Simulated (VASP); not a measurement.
Runs of VASP 6.6.1 on SnGe2. The structure is that of space group Fm-3m (No. 225), or close to it. The cells are those of the table. 

| task | cell | k mesh | cutoff (eV) | smearing | gap on the mesh (eV) | pressure (GPa) |
| --- | --- | --- | --- | --- | --- | --- |
| single point | a = 4.800 Å, angles 60.0°, 3 atoms | 6 × 6 × 6 | 520 | gaussian 0.1 eV | none | 0.1 |
| single point | a = 4.800 Å, angles 60.0°, 3 atoms | 12 × 12 × 12 | 520 | gaussian 0.1 eV | none | 0.0 |
| relaxation of cell and atoms | relaxed to 41 GPa from a = 4.805 Å, angles 60.0°, 3 atoms | 12 × 12 × 12 | 600 | fermi-dirac 0.15 eV | none | 41.0 |
| relaxation of cell and atoms | relaxed from a = 4.371 Å, angles 60.0°, 3 atoms | 6 × 6 × 6 | 600 | gaussian 0.1 eV | none | 0.2 |
| single point | a = 4.241 Å, angles 60.0°, 3 atoms | 12 × 12 × 12 | 520 | fermi-dirac 0.15 eV | none | 41.0 |
| single point | a = 4.667 Å, angles 60.0°, 3 atoms | 12 × 12 × 12 | 520 | fermi-dirac 0.15 eV | none | (a) |
| single point | a = 4.520 Å, angles 60.0°, 3 atoms | 12 × 12 × 12 | 520 | fermi-dirac 0.15 eV | none | (b) |
| single point | a = 4.743 Å, angles 60.0°, 3 atoms | 12 × 12 × 12 | 520 | fermi-dirac 0.15 eV | none | 2.0 |

Alike in all rows: level PBE; potentials or basis VASP PAW PBE potentials, release 64 (Sn_d, Ge_d); no spin polarisation.

Problem. Fill in the values left out.

Solution. (a) 5.0; (b) 13.0.

Caveats: spin-orbit coupling is left out, which moves the levels of the heavy elements; the cell is relaxed towards a set pressure, so the enthalpy falls and the energy may rise (some runs).

A k mesh can miss the band edges, and the runs leave out spin-orbit coupling on Ge, Sn.

A gap of «none» marks levels without a gap at the run's occupations.
